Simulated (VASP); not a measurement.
A run of VASP 6.6.1:

File POSCAR:

```
AlN
1.0
    0.0000000000      2.1848764125      2.1848764125
    2.1848764125      0.0000000000      2.1848764125
    2.1848764125      2.1848764125      0.0000000000
Al N
1 1
Direct
    0.0000000000      0.0000000000      0.0000000000
    0.2500000000      0.2500000000      0.2500000000
```

File INCAR.step1:

```
PREC = Accurate
ENCUT = 520
EDIFF = 1E-5
ISMEAR = 0
SIGMA = 0.01
LREAL = F
LASPH = T
NELM = 60
ALGO = Normal
ISIF = 2
LWAVE = T
LCHARG = F
NBANDS = 11
GGA = PE
```

Contents of INCAR.step2:

```
PREC = Accurate
ENCUT = 520
EDIFF = 1E-6
ISMEAR = 0
SIGMA = 0.01
LREAL = F
LASPH = T
NELM = 60
ALGO = Normal
ISIF = 2
LWAVE = F
LCHARG = F
GGA = PE
LHFCALC = T
AEXX = 0.25
PRECFOCK = Normal
NBANDS = 11
ISTART = 1
```

File KPOINTS:

```
Automatic mesh
0
Gamma
  6 6 6
```

Potentials or basis: VASP PAW PBE potentials, release 64 (Al, N).

Command:

```console
$ cat potpaw_PBE.64/Al/POTCAR potpaw_PBE.64/N/POTCAR > POTCAR
$ cp INCAR.step1 INCAR
$ mpirun -np 1 vasp_std > vasp.out
$ cp INCAR.step2 INCAR
$ mpirun -np 1 vasp_std > vasp.out
```

Hardware: 1 thread of AMD EPYC 7R13 Processor (Zen 3), on a shared host.

Problem. Estimate the wall time of this run.

Solution. Wall time 4.3 min on 1 thread of AMD EPYC 7R13 Processor (Zen 3), on a shared host, peak memory 0.11 GiB. Counts: k points 16.
